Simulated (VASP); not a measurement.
Crystal: HfO2.

```
CELL_PARAMETERS angstrom
2.54881 -2.54881 0.00000
2.54881 0.00000 -2.54881
9.77059 2.76112 2.76112
ATOMIC_POSITIONS crystal
Hf 0.35066 0.35066 0.70835
Hf 0.98956 0.98956 0.37502
Hf 0.62846 0.62846 0.04168
O 0.39928 0.39928 0.29168
O 0.12148 0.12148 0.95835
O 0.76038 0.76038 0.62502
O 0.94093 0.94093 0.79168
O 0.57983 0.57983 0.45835
O 0.21873 0.21873 0.12502
```

Base run:

- Program: VASP 6.6.1
- Functional: r2SCAN
- Potentials or basis: VASP PAW PBE potentials, release 64 (Hf_pv, O)
- Cutoff: 520 eV
- k mesh: 7 × 7 × 3
- Occupations: gaussian, width 0.05 eV
- Spin: no spin polarisation

Its results: band gap on the k mesh 3.70 eV, indirect (least direct gap 4.03 eV); pressure -5.1 GPa; largest force 3.979 eV/Å.

Task: The run is repeated on the same cell with these changes: functional from r2SCAN to PBE; further incar settings from ALGO = Normal; EDIFF = 1e-06; NBANDS = 43 to ALGO = Normal; EDIFF = 1e-07; NBANDS = 43. What comes out?

Result: Band gap on the k mesh 3.25 eV, indirect (least direct gap 3.57 eV); pressure 0.9 GPa; largest force 3.867 eV/Å.

Caveats: spin-orbit coupling is left out, which moves the levels of the heavy elements; the PAW data sets were made with another functional, which shifts forces and pressure a little (some runs); forces of over 1 eV/Å act on the atoms, so gaps and moduli don't describe the material at rest (some runs).

A k mesh can miss the band edges.
